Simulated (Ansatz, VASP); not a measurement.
# NbCrC3: VASP beside Ansatz

INCAR

```
SYSTEM = NbCrC3
PREC = Accurate ; ENCUT = 520
EDIFF = 1E-7 ; ISMEAR = 0
SIGMA = 0.1 ; LREAL = .FALSE.
LASPH = .TRUE. ; NELM = 150
ALGO = Normal ; ISIF = 2
LWAVE = .FALSE. ; LCHARG = .TRUE.
ISPIN = 2 ; MAGMOM = 0 4.2 0 0 0
LORBIT = 11 ; LMAXMIX = 4
GGA = PE ; LELF = .TRUE.
LVHAR = .TRUE. ; NBANDS = 30
```

Contents of KPOINTS:

```
regular mesh
0
G
  10 10 10
  0 0 0
```

POSCAR

```
NbCrC3
1.0
    4.1408635615      0.0000000000      0.0000000000
    0.0000000000      4.1408635615      0.0000000000
    0.0000000000      0.0000000000      4.1408635615
Nb Cr C
1 1 3
Direct
    0.5000000000      0.5000000000      0.5000000000
    0.0000000000      0.0000000000      0.0000000000
    0.0000000000      0.5000000000      0.5000000000
    0.5000000000      0.0000000000      0.5000000000
    0.5000000000      0.5000000000      0.0000000000
```

Input for Ansatz:

```yaml
crystal:
  lattice:
    - [4.1408635615, 0.0, 0.0]
    - [0.0, 4.1408635615, 0.0]
    - [0.0, 0.0, 4.1408635615]
  atoms:
    - { symbol: Nb, position: [0.5, 0.5, 0.5] }
    - { symbol: Cr, position: [0.0, 0.0, 0.0], spin: 4.2 }
    - { symbol: C, position: [0.0, 0.5, 0.5] }
    - { symbol: C, position: [0.5, 0.0, 0.5] }
    - { symbol: C, position: [0.5, 0.5, 0.0] }
basis:
  ecutwfc: 420
kpoints:
  mp_grid: { grid: [10, 10, 10] }
  band_path:
    path:
      - [[0.0, 0.0, 0.0], [0.0, 0.5, 0.0], [0.5, 0.5, 0.0], [0.0, 0.0, 0.0], [0.5, 0.5, 0.5], [0.0, 0.5, 0.0]]
      - [[0.5, 0.5, 0.5], [0.5, 0.5, 0.0]]
    npoints: 14
hamiltonian:
  xc: pbe
scf:
  occupations: { method: gaussian, width: 0.1 }
  n_extra_bands: 12
output:
  forces: true
  stress: true
  eigenvalues: true
  populations: true
  dos: { projected: true, de: 0.02, nscf_kmesh: { grid: [12, 12, 12] } }
  bader: true
  write_density: true
  write_potential: true
  elf: true
  volumetric_format: npy
magnetization:
  spin_polarized: true
checkpoint:
  read: start.run
  write: ck
  compress: false
  write_wavefunctions: false
  write_every: 100000
```

Alike in both runs: task single point; functional PBE; k mesh 10 × 10 × 10; occupations gaussian, width 0.1 eV; collinear spin.

|  | VASP | Ansatz |
| --- | --- | --- |
| version | VASP 6.6.1 | Ansatz 0.2.0 |
| potentials or method | VASP PAW PBE potentials, release 64 (Nb_sv, Cr_pv, C), cutoff 520 eV | scalar-relativistic, plane waves, PAW |
| valence electrons in the cell | 37 | 39 |

|  | VASP | Ansatz | Ansatz less VASP |
| --- | --- | --- | --- |
| gap on the k mesh at the Fermi level (eV) | none | none | - |
| pressure (GPa) | -3.8 | 0.0 | +3.74 |
| net moment per atom (μB) | 0.03 | 0.76 | +0.737 |
| size of the moment on the site where the two differ most (μB) | 0.09 | 3.82 | +3.735 |

The net moments are unlike, so the other rows may belong to different states. Site moments also hang on the region over which each program counts them. A gap of «none» marks a metal or a gap that the smearing closes. VASP's potentials hold 37 valence electrons a cell and Ansatz's 39, so a difference there can come from the potentials and not from the codes. Ansatz's warnings: stability check not made.
